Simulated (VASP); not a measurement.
# CaH6 (Im-3m) in VASP: single point with PBE

Aim: the single point of CaH6 with PBE.

Everything below comes from runs of VASP 6.6.1. Logs are shortened: lines on timing, memory, paths and dates and some standing lists are left out, and cuts for length are marked.

## (1) The cell of the first run

Symmetry: Im-3m, No. 229, cubic system. The conventional cell has a = 3.540 Å, b = 3.540 Å, c = 3.540 Å, α = 90.00°, β = 90.00°, γ = 90.00°. Ca (site symmetry m-3m) has 24 H at 1.98 Å within 2.6 Å. Within 1.7 Å of H (site symmetry -4m2) lie 4 H at 1.25 Å.

## (2) Single point, PBE

INCAR reads:

```
PREC     = Accurate       # precision mode
ENCUT    = 500            # plane-wave cutoff, eV
EDIFF    = 1E-6           # SCF threshold, eV
ISMEAR   = -1             # smearing method
SIGMA    = 0.2            # smearing width, eV
LREAL    = F              # projectors in reciprocal space
LASPH    = T              # aspherical terms in the spheres
NELM     = 120            # most SCF steps
ALGO     = Normal         # electronic algorithm
ISIF     = 2              # what is computed and relaxed
LWAVE    = F              # write WAVECAR
LCHARG   = F              # write CHGCAR
GGA      = PE             # functional
NBANDS   = 17             # bands
GGA_COMPAT= F
```

KPOINTS reads:

```
regular mesh
0
Gamma
  4 4 4
```

POSCAR reads:

```
CaH6
1.0
   -1.7700000000      1.7700000000      1.7700000000
    1.7700000000     -1.7700000000      1.7700000000
    1.7700000000      1.7700000000     -1.7700000000
Ca H
1 6
Direct
    0.0000000000      0.0000000000      0.0000000000
    0.5000000000      0.7500000000      0.2500000000
    0.5000000000      0.2500000000      0.7500000000
    0.2500000000      0.5000000000      0.7500000000
    0.7500000000      0.5000000000      0.2500000000
    0.7500000000      0.2500000000      0.5000000000
    0.2500000000      0.7500000000      0.5000000000
```

Potentials or basis: VASP PAW PBE potentials, release 64 (Ca_sv, H).

Command:

```
$ cat potpaw_PBE.64/Ca_sv/POTCAR potpaw_PBE.64/H/POTCAR > POTCAR
$ mpirun -np 1 vasp_std > vasp.out
```

OUTCAR:

```text
PREC = Accurate
   ENCUT = 500
   EDIFF = 1E-6
   ISMEAR = -1
   LREAL = F
   LASPH = T
   NELM = 120
   ISIF = 2
   GGA = PE

 ion  position               nearest neighbor table
   1  0.000  0.000  0.000-   6 1.98   7 1.98   3 1.98   4 1.98   6 1.98   7 1.98   6 1.98   7 1.98
                             5 1.98   6 1.98   2 1.98   7 1.98   4 1.98   2 1.98   5 1.98   3 1.98
   2  0.500  0.750  0.250-   1 1.98   1 1.98   1 1.98   1 1.98
   3  0.500  0.250  0.750-   1 1.98   1 1.98   1 1.98   1 1.98
   4  0.250  0.500  0.750-   1 1.98   1 1.98   1 1.98   1 1.98
   5  0.750  0.500  0.250-   1 1.98   1 1.98   1 1.98   1 1.98
   6  0.750  0.250  0.500-   1 1.98   1 1.98   1 1.98   1 1.98
   7  0.250  0.750  0.500-   1 1.98   1 1.98   1 1.98   1 1.98

  LATTYP: Found a body centered cubic cell.
 ALAT       =     3.5400000000

  Lattice vectors:

 A1 = (  -1.7700000000,   1.7700000000,   1.7700000000)
 A2 = (   1.7700000000,  -1.7700000000,   1.7700000000)
 A3 = (   1.7700000000,   1.7700000000,  -1.7700000000)

Analysis of symmetry for initial positions (statically):
=====================================================================
 Subroutine PRICEL returns:
 Original cell was already a primitive cell.

 Routine SETGRP: Setting up the symmetry group for a
 body centered cubic supercell.

 Subroutine GETGRP returns: Found 48 space group operations
 (whereof 48 operations were pure point group operations)
 out of a pool of 48 trial point group operations.

The static configuration has the point symmetry O_h .

Analysis of symmetry for dynamics (positions and initial velocities):
=====================================================================
 Subroutine PRICEL returns:
 Original cell was already a primitive cell.

 Routine SETGRP: Setting up the symmetry group for a
 body centered cubic supercell.

 Subroutine GETGRP returns: Found 48 space group operations
 (whereof 48 operations were pure point group operations)
 out of a pool of 48 trial point group operations.

The dynamic configuration has the point symmetry O_h .

[... 89 lines left out ...]
   ENCUT  =  500.0 eV  36.75 Ry    6.06 a.u.   5.59  5.59  5.59*2*pi/ulx,y,z
   NELM   =    120;   NELMIN=  2; NELMDL= -5     # of ELM steps
   EDIFF  = 0.1E-05   stopping-criterion for ELM
   LREAL  =      F    real-space projection
   EDIFFG = 0.1E-04   stopping-criterion for IOM
   NSW    =      0    number of steps for IOM
   IBRION =     -1    ionic relax: 0-MD 1-quasi-New 2-CG
   NFREE  =      0    steps in history (QN), initial steepest desc. (CG)
   ISIF   =      2    stress and relaxation
   ISYM   =      2    0-nonsym 1-usesym 2-fastsym
   POTIM  = 0.5000    time-step for ionic-motion
   TEBEG  =    0.0;   TEEND  =   0.0 temperature during run
   PSTRESS=    0.0 pullay stress
   NELECT =      16.0000    total number of electrons
   NUPDOWN=      -1.0000    fix difference up-down
   EMIN   =  10.00;   EMAX   =-10.00  energy-range for DOS
   EFERMI =   0.00;   METHOD = LEGACY
   ISMEAR =    -1;   SIGMA  =   0.20  broadening in eV -4-tet -1-fermi 0-gaus
   EFERMI_NEDOS =   21; number of points for ismear=-14 and -15
   IALGO  =     38    algorithm
   IMIX   =      4    mixing-type and parameters
     AMIX     =   0.40;   BMIX     =  1.00
     AMIX_MAG =   1.60;   BMIX_MAG =  1.00
  volume/ion in A,a.u.               =       3.17        21.38
  Fermi-wavevector in a.u.,A,eV,Ry     =   1.468210  2.774515 29.329278  2.155641
  Thomas-Fermi vector in A             =   2.583735
   LORBIT       =      0    0 simple, 1 ext, 2 COOP (PROOUT), +10 PAW based schemes
   GGA     = PE    functional components
   LHFCALC =     F    Hartree Fock is set to
   AEXX    =    0.0000 exact exchange contribution
   IVDW    =     0    specifies the selected vdW correction
   LEPSILON=     F    determine dielectric tensor
   LRPA    =     F    only Hartree local field effects (RPA)
 non-spin polarized calculation
  energy-cutoff  :      500.00
  volume of cell :       22.18
 maximum number of plane-waves:       586
 NGX is ok and might be reduce to    24
   NGX = 11   NGY = 11   NGZ = 11

 number of electron      16.0000003 magnetization

 Free energy of the ion-electron system (eV)
  ---------------------------------------------------
  ext. energy  EPLUGINS =         0.00000000
  ---------------------------------------------------
  free energy    TOTEN  =       -14.77304249 eV

  energy without entropy =      -14.59208405  energy(sigma->0) =      -14.68256327

 E-fermi :   8.3615     XC(G=0): -13.1156

 val. band max:        8.3602036961   @ k =   0.0000   0.0000   0.0000
 cond. band min:       8.5602267090   @ k =  -0.2500   0.2500   0.2500
 fundamental gap:      0.2000230129
 Fermi energy:         8.3614755216

 k-point     1 :       0.0000    0.0000    0.0000
  band No.  band energies     occupation
      1     -31.4808      2.00000
      2     -11.9439      2.00000
      3     -11.9439      2.00000
      4     -11.9439      2.00000
      5      -7.6812      2.00000
      6       7.4872      1.97505
[... 137 lines left out ...]
      4     -13.1551      2.00000
      5      -3.4337      2.00000
      6      -3.4337      2.00000
[... 9 lines left out ...]
     16      29.0249      0.00000
     17      29.4096      0.00000

------------------------ aborting loop because EDIFF is reached ----------------------------------------

  FORCE on cell =-STRESS in cart. coord.  units (eV):
  Direction    XX          YY          ZZ          XY          YZ          ZX
  --------------------------------------------------------------------------------------
  -------------------------------------------------------------------------------------
  Total       19.0518385     19.0518385     19.0518385      0.0000000     -0.0000000     -0.0000000
  in kB     1376.1560468   1376.1560468   1376.1560468      0.0000000     -0.0000000     -0.0000000
  external PRESSURE =    1376.1560468 kB  Pullay stress =       0.0000000 kB

 VOLUME and BASIS-vectors are now :
 -----------------------------------------------------------------------------
  energy-cutoff  :      500.00
  volume of cell :       22.18
      direct lattice vectors                 reciprocal lattice vectors
    -1.770000000  1.770000000  1.770000000     0.000000000  0.282485876  0.282485876
     1.770000000 -1.770000000  1.770000000     0.282485876  0.000000000  0.282485876
     1.770000000  1.770000000 -1.770000000     0.282485876  0.282485876  0.000000000

 POSITION                                       TOTAL-FORCE (eV/Angst)
 -----------------------------------------------------------------------------------
      0.00000      0.00000      0.00000         0.000000     -0.000000     -0.000000
      0.88500     -0.00000      1.77000         0.000000     -0.000000     -0.000000
      0.88500      1.77000      0.00000         0.000000      0.000000      0.000000
      1.77000      0.88500      0.00000         0.000000     -0.000000      0.000000
     -0.00000      0.88500      1.77000        -0.000000     -0.000000      0.000000
     -0.00000      1.77000      0.88500         0.000000     -0.000000     -0.000000
      1.77000     -0.00000      0.88500        -0.000000      0.000000     -0.000000
 -----------------------------------------------------------------------------------
    total drift:                               -0.000000      0.000000      0.000000

  FREE ENERGIE OF THE ION-ELECTRON SYSTEM (eV)
  ---------------------------------------------------
  free  energy   TOTEN  =       -14.7730424870 eV

  energy  without entropy=      -14.5920840478  energy(sigma->0) =      -14.68256327
```

OSZICAR:

```text
N       E                     dE             d eps       ncg     rms          rms(c)
DAV:   1     0.100201703060E+03    0.10020E+03   -0.76022E+03   272   0.964E+02
DAV:   2    -0.124640063689E+02   -0.11267E+03   -0.10609E+03   316   0.268E+02
DAV:   3    -0.153260815416E+02   -0.28621E+01   -0.28111E+01   324   0.399E+01
DAV:   4    -0.154024022930E+02   -0.76321E-01   -0.76157E-01   343   0.546E+00
DAV:   5    -0.154038411286E+02   -0.14388E-02   -0.14387E-02   336   0.605E-01    0.640E+00
DAV:   6    -0.149371726986E+02    0.46667E+00   -0.18552E-01   352   0.586E+00    0.337E+00
DAV:   7    -0.147783431563E+02    0.15883E+00   -0.13744E-01   399   0.387E+00    0.622E-01
DAV:   8    -0.147730120352E+02    0.53311E-02   -0.20626E-02   343   0.178E+00    0.119E-01
DAV:   9    -0.147730314698E+02   -0.19435E-04   -0.14418E-03   371   0.434E-01    0.667E-02
DAV:  10    -0.147730428934E+02   -0.11424E-04   -0.11567E-04   301   0.142E-01    0.630E-03
DAV:  11    -0.147730424870E+02    0.40640E-06   -0.60973E-06   338   0.246E-02
   1 F= -.14773042E+02 E0= -.14682563E+02  d E =-.180958E+00
```

stdout:

```text
POSCAR found type information on POSCAR CaH
 POSCAR found :  2 types and       7 ions
 scaLAPACK will be used
 LDA part: xc-table for (Slater+PW92), standard interpolation
 POSCAR, INCAR and KPOINTS ok, starting setup
 FFT: planning ... GRIDC
 FFT: planning ... GRID_SOFT
 FFT: planning ... GRID
 WAVECAR not read
 entering main loop
```

Wall time 4.8 s (1 thread of Intel Xeon Platinum 8259CL at 2.50GHz (Skylake/Cascade Lake), shared host); peak memory 0.14 GiB.

What came out:

- Free energy: -14.7730 eV
- Pressure: 137.6 GPa
- Band gap on the k mesh: zero (band 8 reaches 13.27 eV, above the bottom of band 9 at 6.08 eV)

Caveat: the k points lie up to 0.63 Å⁻¹ apart.
